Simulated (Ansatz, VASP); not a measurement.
## TiSi3 in VASP and in Ansatz

```
Ti Si
1.0
     3.80439    0.00000    0.00000
     0.00000    3.80439    0.00000
     0.00000    0.00000    3.80439
Ti Si
1 3
Direct
  0.00000 0.00000 0.00000
  0.50000 0.50000 0.00000
  0.50000 0.00000 0.50000
  0.00000 0.50000 0.50000
```

Alike in both runs: functional r2SCAN; k mesh 12 × 12 × 12; occupations gaussian, width 0.1 eV; no spin polarisation.

Ansatz relaxed the structure, and its values are those at the end. VASP's run is a single point on that final structure, the one shown.

|  | VASP | Ansatz |
| --- | --- | --- |
| version | VASP 6.6.1 | Ansatz 0.2.0 |
| potentials or method | VASP PAW PBE potentials, release 64 (Ti_sv, Si), cutoff 520 eV | scalar-relativistic, plane waves, PAW |
| valence electrons in the cell | 24 | 24 |

VASP gave:

```
gap on the k mesh at the Fermi level (eV) : none
pressure (GPa)                            : 0.3
```

Task: What did Ansatz give for the same quantities?

Result: gap on the k mesh at the Fermi level (eV): none; pressure (GPa): 0.0.

VASP's potentials were made for PBE, not for r2SCAN. A gap of «none» marks a metal or a gap that the smearing closes.
